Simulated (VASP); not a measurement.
# Pd (Pm-3m) in VASP: a series of runs, part 2 of 2

VASP 6.6.1. The steps go on from the part before.

## 4. Single point, BLYP, collinear spin (18.25 Å³/atom)

This run uses another cell than the first one, of 18.25 Å³/atom.

INCAR reads:

```
SYSTEM = Pd
AGGAC = 1.0 ; AGGAX = 1.0
ALDAC = 0.0 ; ALDAX = 1.0
ALGO = Normal ; EDIFF = 1E-6
ENCUT = 520 ; GGA = B5
ISIF = 2 ; ISMEAR = -1
ISPIN = 2 ; LASPH = .True.
LCHARG = .False. ; LMAXMIX = 4
LORBIT = 11 ; LREAL = .False.
LWAVE = .False. ; MAGMOM = 0.5
NBANDS = 15 ; NELM = 150
PREC = Accurate ; SIGMA = 0.05
```

KPOINTS reads:

```
k-points
0
Gamma
  13 13 13
  0 0 0
```

POSCAR reads:

```
Pd
1.0
    2.6329945589      0.0000000000      0.0000000000
    0.0000000000      2.6329945589      0.0000000000
    0.0000000000      0.0000000000      2.6329945589
Pd
1
Direct
    0.0000000000      0.0000000000      0.0000000000
```

Potentials or basis: VASP PAW PBE potentials, release 64 (Pd).

Run with:

```sh
cat potpaw_PBE.64/Pd/POTCAR > POTCAR
mpirun -np 1 vasp_std > vasp.out
```

OUTCAR:

```text
SYSTEM = Pd
   EDIFF = 1E-6
   ENCUT = 520
   GGA = B5
   ISIF = 2
   ISMEAR = -1
   ISPIN = 2
   LASPH = .True.
   LORBIT = 11
   LREAL = .False.
   NELM = 150
   PREC = Accurate

 ion  position               nearest neighbor table
   1  0.000  0.000  0.000-

  LATTYP: Found a simple cubic cell.
 ALAT       =     2.6329945589

  Lattice vectors:

[... 1073 lines left out ...]
  FORCE on cell =-STRESS in cart. coord.  units (eV):
  Direction    XX          YY          ZZ          XY          YZ          ZX
  --------------------------------------------------------------------------------------
  -------------------------------------------------------------------------------------
  Total        0.5127225      0.5127225      0.5127225     -0.0000000     -0.0000000      0.0000000
  in kB       45.0031701     45.0031701     45.0031701     -0.0000000     -0.0000000      0.0000000
  external PRESSURE =      45.0031701 kB  Pullay stress =       0.0000000 kB

 VOLUME and BASIS-vectors are now :
 -----------------------------------------------------------------------------
  energy-cutoff  :      520.00
  volume of cell :       18.25
      direct lattice vectors                 reciprocal lattice vectors
     2.632994559  0.000000000  0.000000000     0.379795696  0.000000000  0.000000000
     0.000000000  2.632994559  0.000000000     0.000000000  0.379795696  0.000000000
     0.000000000  0.000000000  2.632994559     0.000000000  0.000000000  0.379795696

 POSITION                                       TOTAL-FORCE (eV/Angst)
 -----------------------------------------------------------------------------------
      0.00000      0.00000      0.00000         0.000000      0.000000      0.000000
 -----------------------------------------------------------------------------------
    total drift:                                0.000000      0.000000      0.000000

  FREE ENERGIE OF THE ION-ELECTRON SYSTEM (eV)
  ---------------------------------------------------
  free  energy   TOTEN  =        -4.0603071859 eV

  energy  without entropy=       -4.0484596706  energy(sigma->0) =       -4.05438343

 total charge

# of ion       s       p       d       tot
------------------------------------------
    1        0.469   0.305   8.562   9.336

 magnetization (x)

# of ion       s       p       d       tot
------------------------------------------
    1       -0.000  -0.000   0.000   0.000
```

OSZICAR:

```text
N       E                     dE             d eps       ncg     rms          rms(c)
DAV:   1     0.472953917576E+02    0.47295E+02   -0.45000E+03  5096   0.576E+02
DAV:   2    -0.338177131584E+01   -0.50677E+02   -0.48127E+02  6440   0.152E+02
DAV:   3    -0.417875833182E+01   -0.79699E+00   -0.79351E+00  6461   0.195E+01
DAV:   4    -0.418201540944E+01   -0.32571E-02   -0.32568E-02  6375   0.128E+00
DAV:   5    -0.418205053944E+01   -0.35130E-04   -0.35130E-04  6573   0.123E-01    0.509E+00
DAV:   6    -0.406581676176E+01    0.11623E+00   -0.56262E-01  6853   0.469E+00    0.252E+00
DAV:   7    -0.406233231801E+01    0.34844E-02   -0.50785E-03  5936   0.531E-01    0.142E+00
DAV:   8    -0.406028001236E+01    0.20523E-02   -0.11045E-03  6489   0.188E-01    0.375E-01
DAV:   9    -0.406027176482E+01    0.82475E-05   -0.41331E-05  6582   0.401E-02    0.515E-02
DAV:  10    -0.406030295442E+01   -0.31190E-04   -0.29276E-05  6216   0.271E-02    0.151E-02
DAV:  11    -0.406030642584E+01   -0.34714E-05   -0.42390E-06  6412   0.129E-02    0.637E-03
DAV:  12    -0.406030718589E+01   -0.76006E-06   -0.57555E-07  5728   0.473E-03
   1 F= -.40603072E+01 E0= -.40543834E+01  d E =-.118475E-01  mag=     0.0006
```

stdout:

```text
POSCAR found type information on POSCAR Pd
 POSCAR found :  1 types and       1 ions
 scaLAPACK will be used
 -----------------------------------------------------------------------------
|                                                                             |
|                                                                             |
|     You enforced a specific xc type in the INCAR file but a different       |
|     I HOPE YOU KNOW WHAT YOU ARE DOING!                                     |
|                                                                             |
 -----------------------------------------------------------------------------

 LDA part: xc-table for (Slater(with rela. corr.)+VWN5), standard interpolation
 POSCAR, INCAR and KPOINTS ok, starting setup
 FFT: planning ... GRIDC
 FFT: planning ... GRID_SOFT
 FFT: planning ... GRID
 WAVECAR not read
 entering main loop
```

Wall time 63 s (1 thread of Intel Xeon 8259CL, shared host); peak memory 0.15 GiB.

What came out:

* Free energy: -4.0603 eV
* Pressure: 4.5 GPa
* Band gap on the k mesh: zero (filled and empty bands overlap)
* Net moment: 0.00 μB per cell
* Valence electrons inside the program's atomic spheres: Pd 9.34

Levels at points of the mesh, in eV from the Fermi level:
Spin up:
| k point | band 3 | band 4 | band 5 | band 6 | band 7 | band 8 |
| --- | --- | --- | --- | --- | --- | --- |
| (0.00, 0.00, 0.00) | -4.32 | -0.03 | -0.03 | -0.03 | 16.27 | 16.27 |
Spin down:
| k point | band 1 | band 2 | band 3 | band 4 | band 5 | band 6 | band 7 | band 8 | band 9 | band 10 |
| --- | --- | --- | --- | --- | --- | --- | --- | --- | --- | --- |
| (0.00, 0.00, 0.00) | -5.65 | -4.32 | -4.32 | -0.03 | -0.03 | -0.03 | 16.27 | 16.27 | 16.27 | 22.74 |

Caveat: the cell stands under pressure; the PAW data sets were made with another functional, which shifts forces and pressure a little.

## 5. Single point, BLYP, collinear spin

This run uses another cell than the first one, of 19.01 Å³/atom.

INCAR reads:

```
SYSTEM = Pd
PREC = Accurate ; ENCUT = 520
EDIFF = 1E-6 ; ISMEAR = -1
SIGMA = 0.05 ; LREAL = .FALSE.
LASPH = .TRUE. ; NELM = 150
ALGO = Normal ; ISIF = 2
LWAVE = .FALSE. ; LCHARG = .TRUE.
ISPIN = 2 ; MAGMOM = 0.5
LORBIT = 11 ; LMAXMIX = 4
GGA = B5 ; ALDAX = 1.0
AGGAX = 1.0 ; AGGAC = 1.0
ALDAC = 0.0 ; LELF = .TRUE.
LVHAR = .TRUE. ; NBANDS = 15
```

KPOINTS reads:

```
regular mesh
0
G
  12 12 12
  0 0 0
```

POSCAR reads:

```
Pd
1.0
    2.6690674600      0.0000000000      0.0000000000
    0.0000000000      2.6690674600      0.0000000000
    0.0000000000      0.0000000000      2.6690674600
Pd
1
Direct
    0.0000000000      0.0000000000      0.0000000000
```

Run with:

```sh
cat potpaw_PBE.64/Pd/POTCAR > POTCAR
mpirun -np 1 vasp_std > vasp.out
```

It took 61 s on 1 thread of Intel Xeon 8259CL, shared host; peak memory 0.16 GiB.

It converged, with:

- Free energy: -4.0717 eV
- Pressure: 0.2 GPa
- Band gap on the k mesh: zero (filled and empty bands overlap)
- Net moment: 0.00 μB per cell
- Valence electrons inside the program's atomic spheres: Pd 9.28

Levels at points of the mesh, in eV from the Fermi level:
Spin up:
```tsv
k point	band 2	band 3	band 4	band 5	band 6	band 7	band 8	band 9
(0.00, 0.00, 0.00)	-4.03	-4.03	0.00	0.00	0.00	15.99	15.99	15.99
(0.50, 0.00, 0.00)	-3.51	-1.38	-1.38	0.13	0.88	4.51	18.35	20.94
(0.50, 0.50, 0.00)	-3.06	-1.12	-1.12	1.04	5.56	5.56	10.60	12.39
(0.50, 0.50, 0.50)	-3.42	-3.42	1.12	1.12	10.66	10.66	10.66	11.65
```
Spin down:
```tsv
k point	band 1	band 2	band 3	band 4	band 5	band 6	band 7	band 8	band 9	band 10
(0.00, 0.00, 0.00)	-5.37	-4.03	-4.03	0.00	0.00	0.00	15.99	15.99	15.99	22.24
(0.50, 0.00, 0.00)	-3.62	-3.51	-1.37	-1.37	0.13	0.88	4.51	18.35	20.94	21.54
(0.50, 0.50, 0.00)	-4.15	-3.06	-1.12	-1.12	1.04	5.56	5.56	10.60	12.39	23.06
(0.50, 0.50, 0.50)	-3.42	-3.42	-3.42	1.12	1.12	10.66	10.66	10.66	11.64	17.30
```

Caveat: the PAW data sets were made with another functional, which shifts forces and pressure a little.

## 6. Summary

| cell | k mesh | gap on the mesh (eV) | pressure (GPa) | moment (μB) |
| --- | --- | --- | --- | --- |
| a = 2.558 Å, 1 atom | 13 × 13 × 13 | none | 18.0 | 0.00 |
| a = 2.596 Å, 1 atom | 13 × 13 × 13 | none | 10.4 | 0.00 |
| a = 2.633 Å, 1 atom | 13 × 13 × 13 | none | 4.5 | 0.00 |
| a = 2.669 Å, 1 atom | 12 × 12 × 12 | none | 0.2 | 0.00 |

Alike in all rows: task single point; level BLYP; potentials or basis VASP PAW PBE potentials, release 64 (Pd); spin collinear; cutoff (eV) 520; smearing fermi-dirac 0.05 eV.

Caveats: the PAW data sets were made with another functional, which shifts forces and pressure a little; the cell stands under pressure (at least some runs).

Absolute energies hang on the potentials; compare differences alone.
